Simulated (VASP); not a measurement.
Input of a VASP 6.6.1 run:

The input INCAR:

```
ALGO     = Normal         # electronic algorithm
EDIFF    = 1E-6           # SCF threshold, eV
ENCUT    = 520            # plane-wave cutoff, eV
GGA      = PE             # functional
ISIF     = 2              # what is computed and relaxed
ISMEAR   = 0              # smearing method
LASPH    = True           # aspherical terms in the spheres
LCHARG   = False          # write CHGCAR
LREAL    = False          # projectors in reciprocal space
LWAVE    = False          # write WAVECAR
NBANDS   = 50             # bands
NELM     = 60             # most SCF steps
PREC     = Accurate       # precision mode
SIGMA    = 0.1            # smearing width, eV
```

Contents of KPOINTS:

```
k-points
0
Gamma
  10 10 4
```

Contents of POSCAR:

```
YLu2F3
1.0
    3.5026684919      0.0000000000      0.0000000000
    0.0000000000      3.5026684919      0.0000000000
    0.0000000000      0.0000000000      9.5794201457
Y Lu F
1 2 3
Direct
    0.0000000000      0.0000000000      0.5000000000
    0.0000000000      0.5000000000      0.1673009654
    0.5000000000      0.0000000000      0.8326990346
    0.5000000000      0.5000000000      0.0000000000
    0.0000000000      0.0000000000      0.0000000000
    0.5000000000      0.5000000000      0.5000000000
```

Potentials or basis: VASP PAW PBE potentials, release 64 (Y_sv, Lu, F).

Run with:

```console
$ cat potpaw_PBE.64/Y_sv/POTCAR potpaw_PBE.64/Lu/POTCAR potpaw_PBE.64/F/POTCAR > POTCAR
$ mpirun -np 1 vasp_std > vasp.out
```

Task: Estimate the pressure.

Result: 0.1 GPa.

Task: Predict the largest force.

Result: 0.072 eV/Å.

Task: What does it give for the band gap on the k mesh?

Result: Zero (bands 41 and 42 overlap by 0.97 eV).

Stress tensor (GPa, compression positive):
```
0.07 0.00 0.00
0.00 0.07 0.00
0.00 0.00 0.19
```

Caveat: spin-orbit coupling is left out, which moves the levels of the heavy elements.
